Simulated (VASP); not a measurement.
The system is SiC.

```
Si C
1.0
     3.25834    0.00000    0.00000
    -1.62917    2.82180    0.00000
     0.00000    0.00000    4.93475
Si C
2 2
Direct
  0.33333 0.66667 0.00456
  0.66667 0.33333 0.50456
  0.33333 0.66667 0.38044
  0.66667 0.33333 0.88044
```

This cell differs from its parent crystal: volume 11.343 Å^3 an atom, c/a of the conventional cell 1.5145.

```yaml
Program: VASP 6.6.1
Task: relaxation of the atoms
Functional: PBE
Potentials_or_basis: VASP PAW PBE potentials, release 64 (Si, C)
Cutoff: 520 eV
k_mesh: 12 × 12 × 6
Occupations: gaussian, width 0.05 eV
Spin: no spin polarisation
```

At the start: pressure -12.6 GPa; volume 11.34 Å³/atom.

Problem. How do energy, volume and symmetry change on relaxing?

Solution. Over 3 steps the energy falls by 6.3 meV/atom; space group P6_3mc (No. 186, to 0.05 Å).

Step by step:
```
step  energy change (eV)  largest force (eV/Å)  pressure (GPa)
   1              0.0000                0.6929          -12.63
   2             -0.0110                0.4684          -14.16
   3             -0.0251                0.0004          -13.59
```

Final structure:
```
Si C
1.0
     3.25834    0.00000    0.00000
    -1.62917    2.82180    0.00000
     0.00000    0.00000    4.93475
Si C
2 2
Cartesian
  0.0000 1.8812 0.0039
  1.6292 0.9406 2.4712
  0.0000 1.8812 1.8960
  1.6292 0.9406 4.3634
```

Caveat: the cell differs from its parent crystal (volume 11.343 Å^3 an atom, c/a of the conventional cell 1.5145).
